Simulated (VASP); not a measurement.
Here is a VASP 6.6.1 calculation.

The input INCAR:

```
PREC     = Accurate       # precision mode
ENCUT    = 520            # plane-wave cutoff, eV
EDIFF    = 1E-6           # SCF threshold, eV
ISMEAR   = 0              # smearing method
SIGMA    = 0.1            # smearing width, eV
LREAL    = False          # projectors in reciprocal space
LASPH    = True           # aspherical terms in the spheres
NELM     = 60             # most SCF steps
ALGO     = Normal         # electronic algorithm
ISIF     = 2              # what is computed and relaxed
LWAVE    = False          # write WAVECAR
LCHARG   = False          # write CHGCAR
GGA      = PE             # functional
NBANDS   = 32             # bands
```

KPOINTS

```
Automatic mesh
0
Gamma
  16 16 16
```

The input POSCAR:

```
W3Br
1.0
   -1.9247757908      1.9247757908      4.5337072879
    1.9247757908     -1.9247757908      4.5337072879
    1.9247757908      1.9247757908     -4.5337072879
W Br
3 1
Direct
    0.5000000000      0.5000000000      0.0000000000
    0.2500000000      0.7500000000      0.5000000000
    0.7500000000      0.2500000000      0.5000000000
    0.0000000000      0.0000000000      0.0000000000
```

Potentials or basis: VASP PAW PBE potentials, release 64 (W_sv, Br).

The run is started by

```sh
$ cat potpaw_PBE.64/W_sv/POTCAR potpaw_PBE.64/Br/POTCAR > POTCAR
$ mpirun -np 1 vasp_std > vasp.out
```

Q: What does it give for the band gap on the k mesh?

A: Zero (an odd number of electrons rules out a gap without spin polarisation).

Q: Predict the pressure.

A: 0.4 GPa.

Stress tensor (GPa, compression positive):
```
0.43 0.00 0.00
0.00 0.43 0.00
0.00 0.00 0.26
```

Caveat: spin-orbit coupling is left out, which moves the levels of the heavy elements.
